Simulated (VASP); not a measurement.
SiTe3:

```
Si Te
1.0
     0.00000    3.93617    3.93617
     3.93617    0.00000    3.93617
     3.93617    3.93617    0.00000
Si Te
1 3
Cartesian
  3.9362 3.9362 3.9362
  5.9042 5.9042 5.9042
  1.9681 1.9681 1.9681
  0.0000 0.0000 0.0000
```

* Program: VASP 6.6.1
* Task: relaxation of cell and atoms
* Functional: PBE
* Potentials or basis: VASP PAW PBE potentials, release 64 (Si, Te)
* Cutoff: 600 eV
* k mesh: 4 × 4 × 4
* Occupations: gaussian, width 0.1 eV
* Spin: no spin polarisation

At the start: pressure -6.2 GPa; volume 30.49 Å³/atom.

Problem. Where does the relaxation end?

Solution. Over 3 steps the energy falls by 102.7 meV/atom and the volume is 25.95 Å³/atom (-14.9 %); space group Fm-3m (No. 225, to 0.05 Å).

Step by step:
```
step  energy change (eV)  largest force (eV/Å)  pressure (GPa)  volume (Å³)
   1              0.0000                0.0000           -6.15       121.97
   2             -0.4073                0.0000            0.80       102.45
   3             -0.4107                0.0000            0.01       103.81
```

Final structure:
```cif
data_structure
_symmetry_space_group_name_H-M 'P 1'
_symmetry_Int_Tables_number 1
_cell_length_a 5.2754
_cell_length_b 5.2754
_cell_length_c 5.2754
_cell_angle_alpha 60.000
_cell_angle_beta 60.000
_cell_angle_gamma 60.000
_cell_volume 103.81
loop_
_atom_site_label
_atom_site_type_symbol
_atom_site_fract_x
_atom_site_fract_y
_atom_site_fract_z
_atom_site_occupancy
Si1 Si 0.50000 0.50000 0.50000 1
Te1 Te 0.75000 0.75000 0.75000 1
Te2 Te 0.25000 0.25000 0.25000 1
Te3 Te 0.00000 0.00000 0.00000 1
```
